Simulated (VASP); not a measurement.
## CdS: single point with r2SCAN

The system is CdS.

```
Cd S
1.0
     4.24165    0.00000    0.00000
    -2.12082    3.60665    0.00000
     0.00000    0.00000    6.76601
Cd S
2 2
Direct
  0.33320 0.66639 0.99797
  0.66680 0.33361 0.49797
  0.33070 0.66140 0.37703
  0.66930 0.33860 0.87703
```

This cell differs from its parent crystal: uniaxial x strain +1.9%.

* Program: VASP 6.6.1
* Task: single point
* Functional: r2SCAN
* Potentials or basis: VASP PAW PBE potentials, release 64 (Cd, S)
* Cutoff: 520 eV
* k mesh: 12 × 12 × 4
* Occupations: gaussian, width 0.01 eV
* Spin: no spin polarisation
* Dipole correction: no
* Further INCAR settings: ALGO = Normal; EDIFF = 1e-06; NBANDS = 26

- Pressure: -0.8 GPa
- Band gap on the k mesh: 1.57 eV

Forces on the atoms (eV/Å):
```
Cd   0.000  0.001 -0.002
Cd   0.000 -0.001 -0.002
S    0.000 -0.001  0.002
S    0.000  0.001  0.002
```

Stress tensor (GPa, compression positive):
```
-1.26  0.00  0.00
 0.00 -0.65  0.00
 0.00  0.00 -0.50
```

Levels at points of the mesh, in eV from the valence-band top:
```
           k point  band 16  band 17  band 18  band 19  band 20  band 21
(0.00, 0.00, 0.00)    -0.06    -0.03     0.00     1.57     3.10     6.86
(0.50, 0.00, 0.00)    -1.79    -1.24    -0.72     4.14     4.25     5.49
(0.00, 0.50, 0.00)    -1.90    -1.19    -0.80     4.00     4.05     5.39
(0.00, 0.00, 0.50)    -0.44    -0.36    -0.36     3.18     3.18     6.60
(0.50, 0.00, 0.50)    -1.29    -1.24    -1.24     3.88     3.88     5.78
(0.00, 0.50, 0.50)    -1.38    -1.24    -1.24     3.83     3.83     5.72
```

Wall time 20 min on 1 thread of Oxide Virtual Turin-like Processor (shared host), peak memory 0.39 GiB.

Caveat: the cell differs from its parent crystal (uniaxial x strain +1.9%); the PAW data sets were made with another functional, which shifts forces and pressure a little. A k mesh can miss the band edges.
